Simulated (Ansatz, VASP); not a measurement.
**S: VASP beside Ansatz**

INCAR

```
SYSTEM = S
ALGO = Normal
EDIFF = 1E-6
EDIFFG = -0.005
ENCUT = 600
GGA = PS
IBRION = 2
ISIF = 3
ISMEAR = -1
LASPH = .TRUE.
LCHARG = .FALSE.
LREAL = .FALSE.
LWAVE = .FALSE.
NELM = 60
NSW = 60
PREC = Accurate
SIGMA = 0.05
```

The input KPOINTS:

```
k-points
0
G
  16 16 16
  0 0 0
```

POSCAR

```
S
1.0
    2.6380978033      0.0000000000      0.0000000000
    0.0000000000      2.6380978033      0.0000000000
    0.0000000000      0.0000000000      2.6380978033
S
1
Direct
    0.0000000000      0.0000000000      0.0000000000
```

Input for Ansatz:

```yaml
crystal:
  lattice:
    - [2.6380978033, 0.0, 0.0]
    - [0.0, 2.6380978033, 0.0]
    - [0.0, 0.0, 2.6380978033]
  atoms:
    - { symbol: S, position: [0.0, 0.0, 0.0] }
kpoints:
  mp_grid: { grid: [16, 16, 16] }
scf:
  occupations: { method: fermi_dirac, width: 0.05 }
hamiltonian:
  xc: pbesol
  pseudopotentials: { kind: paw }
output:
  forces: true
  stress: true
  write_density: true
  write_potential: true
  elf: true
  volumetric_format: npy
relax:
  f_tol: 0.005
  max_steps: 40
  cell: {}
```

Alike in both runs: task relaxation of cell and atoms; functional PBEsol; k mesh 16 × 16 × 16; occupations fermi-dirac, width 0.05 eV; no spin polarisation.

|  | VASP | Ansatz |
| --- | --- | --- |
| version | VASP 6.6.1 | Ansatz 0.2.0 |
| potentials or method | VASP PAW PBE potentials, release 64 (S) | PAW with Ansatz's default frozen-core files, scalar-relativistic |
| plane-wave cutoff (eV) | 600 | 420 |
| valence electrons in the cell | 6 | 6 |

|  | VASP | Ansatz | Ansatz less VASP |
| --- | --- | --- | --- |
| relaxed volume (Å³/atom) | 16.39 | 16.37 | -0.020 |
| relaxed length of the cell vector where the two differ most in proportion (Å) | 2.540 | 2.539 | -0.0010 |

VASP's potentials were made for PBE, not for PBEsol.
